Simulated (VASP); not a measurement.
Write the native input for VASP 6.6.1 that does the following.

```
Task                   : relaxation of cell and atoms
Functional             : PBE
Dispersion             : D3(BJ)
Potentials or basis    : VASP PAW PBE potentials, release 64 (Na_pv, I)
Cutoff                 : 600 eV
k mesh                 : 6 × 6 × 6
Occupations            : gaussian, width 0.02 eV
Spin                   : no spin polarisation
Dipole correction      : no
Further INCAR settings : ALGO = Normal; EDIFF = 1e-06; IBRION = 2; EDIFFG = -0.02; NSW = 70; ISIF = 3
```

The structure of NaI lies in POSCAR:

```
NaI
1.0
    0.0000000000      3.2186570000      3.2186570000
    3.2186570000      0.0000000000      3.2186570000
    3.2186570000      3.2186570000      0.0000000000
Na I
1 1
Direct
    0.0000000000      0.0000000000      0.0000000000
    0.5000000000      0.5000000000      0.5000000000
```

One way to write it, as run:

INCAR

```
PREC = Accurate
ENCUT = 600
EDIFF = 1E-6
ISMEAR = 0
SIGMA = 0.02
LREAL = F
LASPH = T
NELM = 100
ALGO = Normal
ISIF = 3
LWAVE = F
LCHARG = F
GGA = PE
IVDW = 12
IBRION = 2
NSW = 70
EDIFFG = -0.02
```

KPOINTS

```
Automatic mesh
0
Gamma
  6 6 6
```

Potentials or basis: VASP PAW PBE potentials, release 64 (Na_pv, I).

Launch:

```bash
$ cat potpaw_PBE.64/Na_pv/POTCAR potpaw_PBE.64/I/POTCAR > POTCAR
$ mpirun -np 1 vasp_std > vasp.out
```

Results of the run:

```
Relaxed volume                         : 32.21 Å³/atom
Relaxed cell                           : a = 4.500 Å, b = 4.500 Å, c = 4.500 Å, α = 60.00°, β = 60.00°, γ = 60.00°
Space group after relaxing (to 0.05 Å) : Fm-3m (No. 225)
Energy gained by relaxing              : 2.3 meV/atom
Ionic steps                            : 5
Pressure after relaxing                : 0.0 GPa
Band gap on the k mesh                 : 3.78 eV, direct
Dispersion energy per atom             : -0.267 eV
```

Caveat: spin-orbit coupling is left out, which moves the levels of the heavy elements.

It took 120 s on 1 thread of AMD EPYC 7R43 64-Core Processor (Zen 3), on a shared host, peak memory 0.18 GiB.
